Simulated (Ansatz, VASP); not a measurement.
Two plane-wave programs on Sr2C

File POSCAR:

```
Sr2C
1.0
    0.0000000000      3.3601424449      3.3601424449
    3.3601424449      0.0000000000      3.3601424449
    3.3601424449      3.3601424449      0.0000000000
C Sr
1 2
Direct
    0.0000000000      0.0000000000      0.0000000000
    0.2500000000      0.2500000000      0.2500000000
    0.7500000000      0.7500000000      0.7500000000
```

INCAR.step1

```
PREC     = Accurate       # precision mode
ENCUT    = 520            # plane-wave cutoff, eV
EDIFF    = 1E-5           # SCF threshold, eV
ISMEAR   = -1             # smearing method
SIGMA    = 0.02           # smearing width, eV
LREAL    = F              # projectors in reciprocal space
LASPH    = T              # aspherical terms in the spheres
NELM     = 60             # most SCF steps
ALGO     = Normal         # electronic algorithm
ISIF     = 2              # what is computed and relaxed
LWAVE    = T              # write WAVECAR
LCHARG   = F              # write CHGCAR
GGA      = PE             # functional
NBANDS   = 19             # bands
```

The input INCAR.step2:

```
PREC     = Accurate       # precision mode
ENCUT    = 520            # plane-wave cutoff, eV
EDIFF    = 1E-6           # SCF threshold, eV
ISMEAR   = -1             # smearing method
SIGMA    = 0.02           # smearing width, eV
LREAL    = F              # projectors in reciprocal space
LASPH    = T              # aspherical terms in the spheres
NELM     = 60             # most SCF steps
ALGO     = Normal         # electronic algorithm
ISIF     = 2              # what is computed and relaxed
LWAVE    = F              # write WAVECAR
LCHARG   = F              # write CHGCAR
GGA      = PE             # functional
LHFCALC  = T              # exact exchange
AEXX     = 0.75           # exact-exchange fraction
PRECFOCK = Normal       
ISTART   = 1            
NBANDS   = 19             # bands
```

Contents of KPOINTS:

```
regular mesh
0
Gamma
  4 4 4
```

Input for Ansatz:

```yaml
crystal:
  lattice:
    - [0.0, 3.3601424449, 3.3601424449]
    - [3.3601424449, 0.0, 3.3601424449]
    - [3.3601424449, 3.3601424449, 0.0]
  atoms:
    - { symbol: C, position: [0.0, 0.0, 0.0] }
    - { symbol: Sr, position: [0.25, 0.25, 0.25] }
    - { symbol: Sr, position: [0.75, 0.75, 0.75] }
kpoints:
  mp_grid: { grid: [4, 4, 4] }
hamiltonian:
  xc: { exchange: pbe, correlation: pbe, exx: { coeff: 0.75 } }
scf:
  occupations: { method: fermi_dirac, width: 0.02 }
  n_extra_bands: 4
output:
  forces: true
  stress: true
  eigenvalues: true
```

Alike in both runs: task single point; functional PBE-based global hybrid; k mesh 4 × 4 × 4; occupations fermi-dirac, width 0.02 eV; no spin polarisation.

|  | VASP | Ansatz |
| --- | --- | --- |
| version | VASP 6.6.1 | Ansatz 0.2.0 |
| potentials or method | VASP PAW PBE potentials, release 64 (C, Sr_sv) | plane waves |
| plane-wave cutoff (eV) | 520 | 420 |
| valence electrons in the cell | 24 | 24 |

VASP gave:

| Quantity | Value |
| --- | --- |
| gap on the k mesh at the Fermi level (eV) | 3.74 |
| pressure (GPa) | -1.1 |

Q: Which values does Ansatz return?

A: gap on the k mesh at the Fermi level (eV): 3.63; pressure (GPa): -1.1.

VASP's potentials were made for PBE, not for PBE-based global hybrid. The functional is the same, so the differences come from potentials, cutoffs and numerics. Ansatz's warnings: stress exchange threshold loose, stress scf threshold loose.
